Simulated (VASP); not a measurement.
## PbSe: single point with PBE-based screened hybrid with 15 % exact exchange

PbSe:

```
Pb Se
1.0
     0.00000    3.06215    3.06215
     3.06215    0.00000    3.06215
     3.06215    3.06215    0.00000
Pb Se
1 1
Cartesian
  3.0622 3.0622 3.0622
  0.0000 0.0000 0.0000
```

| Item | Value |
| --- | --- |
| Program | VASP 6.6.1 |
| Task | single point |
| Functional | PBE-based screened hybrid with 15 % exact exchange |
| Potentials or basis | VASP PAW PBE potentials, release 64 (Pb_d, Se) |
| Cutoff | 520 eV |
| k mesh | 6 × 6 × 6 |
| Occupations | gaussian, width 0.05 eV |
| Spin | no spin polarisation |
| Dipole correction | no |
| Grid for exact exchange (PRECFOCK) | Normal |
| Share of exact exchange | 0.15 |
| Further INCAR settings | ALGO = Normal; EDIFF = 1e-06; NBANDS = 17 |
| Screening parameter | 0.20787 1/Å |

| Item | Value |
| --- | --- |
| Pressure | 1.5 GPa |
| Band gap on the k mesh | 0.53 eV |

Levels at points of the mesh, in eV from the valence-band top:
| k point | band 8 | band 9 | band 10 | band 11 | band 12 | band 13 |
| --- | --- | --- | --- | --- | --- | --- |
| (0.00, 0.00, 0.00) | -2.07 | -2.07 | -2.07 | 5.16 | 5.16 | 5.16 |
| (0.50, 0.00, 0.00) | -1.65 | -1.65 | 0.00 | 0.53 | 1.97 | 1.97 |
| (0.50, 0.50, 0.00) | -5.35 | -3.50 | -3.50 | 3.97 | 6.11 | 6.11 |

Wall time 110 min on 1 thread of Intel(R) Xeon(R) Platinum 8375C CPU @ 2.90GHz (Ice Lake) (shared host), peak memory 0.32 GiB.

Caveat: the PAW data sets were made with another functional, which shifts forces and pressure a little; spin-orbit coupling is left out, which moves the levels of the heavy elements. A k mesh can miss the band edges.
